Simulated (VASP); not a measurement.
# TiWSe3 (Pm-3m) in VASP: single point with PBE

Aim: the single point of TiWSe3 with PBE.

All numbers are computed with VASP 6.6.1; they aren't measurements. Logs are shortened: lines on timing, memory, paths and dates and some standing lists are left out, and cuts for length are marked.

## Step 1: The cell of the first run

It takes space group Pm-3m (No. 221, cubic). Conventional cell: a = 4.727 Å, b = 4.727 Å, c = 4.727 Å, α = 90.00°, β = 90.00°, γ = 90.00°. Within 4.4 Å of Ti (site symmetry m-3m) lie 12 Se at 3.34 Å and 8 W at 4.09 Å. W (site symmetry m-3m) has 6 Se at 2.36 Å within 3.1 Å. Se (site symmetry 4/mmm) has 2 W at 2.36 Å within 3.1 Å.

The cell was generated, and may not be a known phase.

## Step 2: Single point, PBE, collinear spin

Contents of INCAR:

```
SYSTEM = TiWSe3
ALGO     = Normal         ! electronic algorithm
EDIFF    = 1E-7           ! SCF threshold, eV
ENCUT    = 520            ! plane-wave cutoff, eV
GGA      = PE             ! functional
ISIF     = 2              ! what is computed and relaxed
ISMEAR   = 0              ! smearing method
ISPIN    = 2              ! spin polarisation
LASPH    = .True.         ! aspherical terms in the spheres
LCHARG   = .False.        ! write CHGCAR
LMAXMIX  = 4              ! l up to which the mixer works
LORBIT   = 11             ! projections on sites
LREAL    = .False.        ! projectors in reciprocal space
LWAVE    = .False.        ! write WAVECAR
MAGMOM   = 1 0 0 0 0      ! initial moments
NBANDS   = 34             ! bands
NELM     = 150            ! most SCF steps
PREC     = Accurate       ! precision mode
SIGMA    = 0.1            ! smearing width, eV
```

Contents of KPOINTS:

```
k-points
0
Gamma
  4 4 4
  0 0 0
```

Contents of POSCAR:

```
TiWSe3
1.0
    4.7267404500      0.0000000000      0.0000000000
    0.0000000000      4.7267404500      0.0000000000
    0.0000000000      0.0000000000      4.7267404500
Ti W Se
1 1 3
Direct
    0.0000000000      0.0000000000      0.0000000000
    0.5000000000      0.5000000000      0.5000000000
    0.0000000000      0.5000000000      0.5000000000
    0.5000000000      0.5000000000      0.0000000000
    0.5000000000      0.0000000000      0.5000000000
```

Potentials or basis: VASP PAW PBE potentials, release 64 (Ti_sv, W_sv, Se).

Started as:

```
$ cat potpaw_PBE.64/Ti_sv/POTCAR potpaw_PBE.64/W_sv/POTCAR potpaw_PBE.64/Se/POTCAR > POTCAR
$ mpirun -np 1 vasp_std > vasp.out
```

OUTCAR:

```text
SYSTEM = TiWSe3
   EDIFF = 1E-7
   ENCUT = 520
   GGA = PE
   ISIF = 2
   ISMEAR = 0
   ISPIN = 2
   LASPH = .True.
   LORBIT = 11
   LREAL = .False.
   NELM = 150
   PREC = Accurate

 ion  position               nearest neighbor table
   1  0.000  0.000  0.000-
   2  0.500  0.500  0.500-   3 2.36   4 2.36   5 2.36   4 2.36   5 2.36   3 2.36
   3  0.000  0.500  0.500-   2 2.36   2 2.36
   4  0.500  0.500  0.000-   2 2.36   2 2.36
   5  0.500  0.000  0.500-   2 2.36   2 2.36

  LATTYP: Found a simple cubic cell.
 ALAT       =     4.7267404500

  Lattice vectors:

 A1 = (   4.7267404500,   0.0000000000,   0.0000000000)
 A2 = (   0.0000000000,   4.7267404500,   0.0000000000)
 A3 = (   0.0000000000,   0.0000000000,   4.7267404500)

Analysis of symmetry for initial positions (statically):
=====================================================================
 Subroutine PRICEL returns:
 Original cell was already a primitive cell.

 Routine SETGRP: Setting up the symmetry group for a
 simple cubic supercell.

 Subroutine GETGRP returns: Found 48 space group operations
 (whereof 48 operations were pure point group operations)
 out of a pool of 48 trial point group operations.

The static configuration has the point symmetry O_h .

Analysis of symmetry for dynamics (positions and initial velocities):
=====================================================================
 Subroutine PRICEL returns:
 Original cell was already a primitive cell.

 Routine SETGRP: Setting up the symmetry group for a
 simple cubic supercell.

 Subroutine GETGRP returns: Found 48 space group operations
 (whereof 48 operations were pure point group operations)
 out of a pool of 48 trial point group operations.

The dynamic configuration has the point symmetry O_h .

Analysis of structural, dynamic, and magnetic symmetry:
=====================================================================
 Subroutine PRICEL returns:
 Original cell was already a primitive cell.

 Routine SETGRP: Setting up the symmetry group for a
 simple cubic supercell.

 Subroutine GETGRP returns: Found 48 space group operations
 (whereof 48 operations were pure point group operations)
 out of a pool of 48 trial point group operations.

The overall configuration has the point symmetry O_h .

 Subroutine INISYM returns: Found 48 space group operations
 (whereof 48 operations are pure point group operations),
 and found     1 'primitive' translations

----------------------------------------------------------------------------------------

                                     Primitive cell

  volume of cell :     105.6052

  direct lattice vectors                    reciprocal lattice vectors
     4.726740450  0.000000000  0.000000000     0.211562283  0.000000000  0.000000000
     0.000000000  4.726740450  0.000000000     0.000000000  0.211562283  0.000000000
     0.000000000  0.000000000  4.726740450     0.000000000  0.000000000  0.211562283

  length of vectors
     4.726740450  4.726740450  4.726740450     0.211562283  0.211562283  0.211562283

  position of ions in fractional coordinates (direct lattice)
     0.000000000  0.000000000  0.000000000
     0.500000000  0.500000000  0.500000000
     0.000000000  0.500000000  0.500000000
     0.500000000  0.500000000  0.000000000
     0.500000000  0.000000000  0.500000000

  ion indices of the primitive-cell ions
   primitive index   ion index
                 1           1
                 2           2
                 3           3
                 4           4
                 5           5

----------------------------------------------------------------------------------------

 KPOINTS: k-points

Automatic generation of k-mesh.
 Grid dimensions read from file:
 generate k-points for:    4    4    4

 Generating k-lattice:

  Cartesian coordinates                     Fractional coordinates (reciprocal lattice)
     0.052890571  0.000000000  0.000000000     0.250000000  0.000000000  0.000000000
     0.000000000  0.052890571  0.000000000     0.000000000  0.250000000  0.000000000
     0.000000000  0.000000000  0.052890571     0.000000000  0.000000000  0.250000000

  Length of vectors
     0.052890571  0.052890571  0.052890571

  Shift w.r.t. Gamma in fractional coordinates (k-lattice)
     0.000000000  0.000000000  0.000000000

 Subroutine IBZKPT returns following result:
 ===========================================

 Found     10 irreducible k-points:

 Following reciprocal coordinates:
            Coordinates               Weight
  0.000000  0.000000  0.000000      1.000000
  0.250000  0.000000  0.000000      6.000000
  0.500000  0.000000  0.000000      3.000000
  0.250000  0.250000  0.000000     12.000000
  0.500000  0.250000  0.000000     12.000000
  0.500000  0.500000  0.000000      3.000000
  0.250000  0.250000  0.250000      8.000000
  0.500000  0.250000  0.250000     12.000000
  0.500000  0.500000  0.250000      6.000000
  0.500000  0.500000  0.500000      1.000000
   k-points           NKPTS =     10   k-points in BZ     NKDIM =     10   number of bands    NBANDS=     34
   number of dos      NEDOS =    301   number of ions     NIONS =      5
   total plane-waves  NPLWV =  46656
   dimension x,y,z NGX =    36 NGY =   36 NGZ =   36
   dimension x,y,z NGXF=    72 NGYF=   72 NGZF=   72
   ions per type =               1   1   3
   NGX,Y,Z   is equivalent  to a cutoff of  12.66, 12.66, 12.66 a.u.
   NGXF,Y,Z  is equivalent  to a cutoff of  25.32, 25.32, 25.32 a.u.
 SYSTEM =  TiWSe3
   PREC   = accura    normal or accurate (medium, high low for compatibility)
   ISTART =      0    job   : 0-new  1-cont  2-samecut
   ICHARG =      2    charge: 1-file 2-atom 10-const
   ISPIN  =      2    spin polarized calculation?
   LNONCOLLINEAR =      F non collinear calculations
   LSORBIT =      F    spin-orbit coupling
   LASPH  =      T    aspherical Exc in radial PAW
   ENCUT  =  520.0 eV  38.22 Ry    6.18 a.u.   8.79  8.79  8.79*2*pi/ulx,y,z
   NELM   =    150;   NELMIN=  2; NELMDL= -5     # of ELM steps
   EDIFF  = 0.1E-06   stopping-criterion for ELM
   LREAL  =      F    real-space projection
   EDIFFG = 0.1E-05   stopping-criterion for IOM
   NSW    =      0    number of steps for IOM
   IBRION =     -1    ionic relax: 0-MD 1-quasi-New 2-CG
   NFREE  =      0    steps in history (QN), initial steepest desc. (CG)
   ISIF   =      2    stress and relaxation
   ISYM   =      2    0-nonsym 1-usesym 2-fastsym
   POTIM  = 0.5000    time-step for ionic-motion
   TEBEG  =    0.0;   TEEND  =   0.0 temperature during run
   PSTRESS=    0.0 pullay stress
   NELECT =      44.0000    total number of electrons
   NUPDOWN=      -1.0000    fix difference up-down
   EMIN   =  10.00;   EMAX   =-10.00  energy-range for DOS
   EFERMI =   0.00;   METHOD = LEGACY
   ISMEAR =     0;   SIGMA  =   0.10  broadening in eV -4-tet -1-fermi 0-gaus
   EFERMI_NEDOS =   21; number of points for ismear=-14 and -15
   IALGO  =     38    algorithm
   IMIX   =      4    mixing-type and parameters
     AMIX     =   0.40;   BMIX     =  1.00
     AMIX_MAG =   1.60;   BMIX_MAG =  1.00
  volume/ion in A,a.u.               =      21.12       142.53
  Fermi-wavevector in a.u.,A,eV,Ry     =   1.222730  2.310625 20.341650  1.495069
  Thomas-Fermi vector in A             =   2.357867
   LORBIT       =     11    0 simple, 1 ext, 2 COOP (PROOUT), +10 PAW based schemes
   GGA     = PE    functional components
   LHFCALC =     F    Hartree Fock is set to
   AEXX    =    0.0000 exact exchange contribution
   IVDW    =     0    specifies the selected vdW correction
   LEPSILON=     F    determine dielectric tensor
   LRPA    =     F    only Hartree local field effects (RPA)
 spin polarized calculation
 Gauss-broadening in eV      SIGMA  =   0.10
  energy-cutoff  :      520.00
  volume of cell :      105.61
 maximum number of plane-waves:      2897
 NGX is ok and might be reduce to    36
   NGX = 17   NGY = 17   NGZ = 17

 number of electron      43.9999990 magnetization       0.2893152

 number of electron      43.9999991 magnetization      -0.4743844

 Free energy of the ion-electron system (eV)
  ---------------------------------------------------
  ext. energy  EPLUGINS =         0.00000000
  ---------------------------------------------------
  free energy    TOTEN  =       -27.98224215 eV

  energy without entropy =      -27.93735656  energy(sigma->0) =      -27.95979935

 E-fermi :   6.6462     XC(G=0): -10.4415

 val. band max:        6.6298840460   @ k =   0.2500   0.0000   0.0000
 cond. band min:       6.6538047624   @ k =   0.5000   0.0000   0.0000
 fundamental gap:      0.0239207164
 Fermi energy:         6.6462026650

 spin component 1

 k-point     1 :       0.0000    0.0000    0.0000
  band No.  band energies     occupation
      1     -68.0547      1.00000
      2     -51.1766      1.00000
      3     -32.4308      1.00000
      4     -32.4308      1.00000
      5     -32.4308      1.00000
      6     -27.4531      1.00000
[... 359 lines left out ...]
     33      14.9200      0.00000
     34      14.9200      0.00000
 Fermi energy:         6.6462026650

 spin component 2

 k-point     1 :       0.0000    0.0000    0.0000
  band No.  band energies     occupation
      1     -68.1530      1.00000
      2     -51.3001      1.00000
      3     -32.5626      1.00000
      4     -32.5626      1.00000
      5     -32.5626      1.00000
      6     -27.5772      1.00000
[... 359 lines left out ...]
     33      14.8913      0.00000
     34      14.8913      0.00000

------------------------ aborting loop because EDIFF is reached ----------------------------------------

  FORCE on cell =-STRESS in cart. coord.  units (eV):
  Direction    XX          YY          ZZ          XY          YZ          ZX
  --------------------------------------------------------------------------------------
  -------------------------------------------------------------------------------------
  Total        8.8976320      8.8976320      8.8976320      0.0000000     -0.0000000      0.0000000
  in kB      134.9894276    134.9894276    134.9894276      0.0000000     -0.0000000      0.0000000
  external PRESSURE =     134.9894276 kB  Pullay stress =       0.0000000 kB

 VOLUME and BASIS-vectors are now :
 -----------------------------------------------------------------------------
  energy-cutoff  :      520.00
  volume of cell :      105.61
      direct lattice vectors                 reciprocal lattice vectors
     4.726740450  0.000000000  0.000000000     0.211562283  0.000000000  0.000000000
     0.000000000  4.726740450  0.000000000     0.000000000  0.211562283  0.000000000
     0.000000000  0.000000000  4.726740450     0.000000000  0.000000000  0.211562283

 POSITION                                       TOTAL-FORCE (eV/Angst)
 -----------------------------------------------------------------------------------
      0.00000      0.00000      0.00000         0.000000      0.000000      0.000000
      2.36337      2.36337      2.36337         0.000000      0.000000      0.000000
      0.00000      2.36337      2.36337         0.000000      0.000000      0.000000
      2.36337      2.36337      0.00000         0.000000      0.000000      0.000000
      2.36337      0.00000      2.36337         0.000000      0.000000      0.000000
 -----------------------------------------------------------------------------------
    total drift:                                0.000000      0.000000      0.000000

  FREE ENERGIE OF THE ION-ELECTRON SYSTEM (eV)
  ---------------------------------------------------
  free  energy   TOTEN  =       -27.9822421461 eV

  energy  without entropy=      -27.9373565621  energy(sigma->0) =      -27.95979935

 total charge

# of ion       s       p       d       tot
------------------------------------------
    1        2.084   5.967   1.928   9.978
    2        2.334   6.356   3.604  12.294
    3        1.465   2.436   0.074   3.975
    4        1.465   2.436   0.074   3.975
    5        1.465   2.436   0.074   3.975
--------------------------------------------------
tot          8.813  19.631   5.753  34.198

 magnetization (x)

# of ion       s       p       d       tot
------------------------------------------
    1       -0.005  -0.001  -0.106  -0.112
    2       -0.005  -0.001  -0.204  -0.210
    3        0.000  -0.011  -0.005  -0.015
    4        0.000  -0.011  -0.005  -0.015
    5        0.000  -0.011  -0.005  -0.015
--------------------------------------------------
tot         -0.010  -0.034  -0.324  -0.368
```

Wall time 3.9 min (1 thread of Intel Xeon Platinum 8488C (Sapphire Rapids), shared host); peak memory 0.28 GiB.

Results:

| Quantity | Value |
| --- | --- |
| Free energy | -27.9822 eV |
| Pressure | 13.5 GPa |
| Net moment | -0.47 μB per cell |
| Site moments | Ti -0.11; W -0.21; Se -0.01 μB |
| Valence electrons inside the program's atomic spheres | Ti 9.98; W 12.29; Se 3.98 |

Levels at points of the mesh, in eV from the Fermi level:
Spin up:
| k point | band 17 | band 18 | band 19 | band 20 | band 21 | band 22 | band 23 | band 24 | band 25 | band 26 |
| --- | --- | --- | --- | --- | --- | --- | --- | --- | --- | --- |
| (0.00, 0.00, 0.00) | -2.18 | -2.15 | -2.15 | -2.15 | -1.08 | -1.08 | -1.08 | -0.62 | -0.62 | -0.33 |
| (0.50, 0.00, 0.00) | -4.38 | -3.42 | -2.00 | -1.56 | -1.56 | 0.01 | 0.34 | 0.74 | 0.96 | 1.31 |
| (0.50, 0.50, 0.00) | -3.63 | -3.51 | -3.51 | -0.80 | -0.22 | 0.48 | 0.52 | 0.52 | 0.80 | 0.82 |
| (0.50, 0.50, 0.50) | -6.17 | -0.32 | -0.21 | -0.21 | -0.21 | 0.10 | 0.10 | 0.51 | 0.51 | 0.51 |
Spin down:
| k point | band 18 | band 19 | band 20 | band 21 | band 22 | band 23 | band 24 | band 25 | band 26 | band 27 |
| --- | --- | --- | --- | --- | --- | --- | --- | --- | --- | --- |
| (0.00, 0.00, 0.00) | -2.21 | -2.21 | -2.21 | -1.11 | -1.11 | -1.11 | -0.37 | -0.24 | -0.24 | 0.03 |
| (0.50, 0.00, 0.00) | -3.36 | -2.16 | -1.64 | -1.64 | -0.20 | 0.53 | 0.81 | 0.81 | 0.87 | 1.21 |
| (0.50, 0.50, 0.00) | -3.53 | -3.53 | -0.67 | -0.02 | 0.08 | 0.08 | 0.13 | 0.76 | 1.22 | 1.62 |
| (0.50, 0.50, 0.50) | -0.43 | -0.24 | -0.24 | -0.24 | -0.03 | -0.03 | -0.03 | 0.64 | 0.64 | 1.05 |

Caveat: the cell stands under pressure; a moment this small can come from the mesh or the smearing; spin-orbit coupling is left out, which moves the levels of the heavy elements.
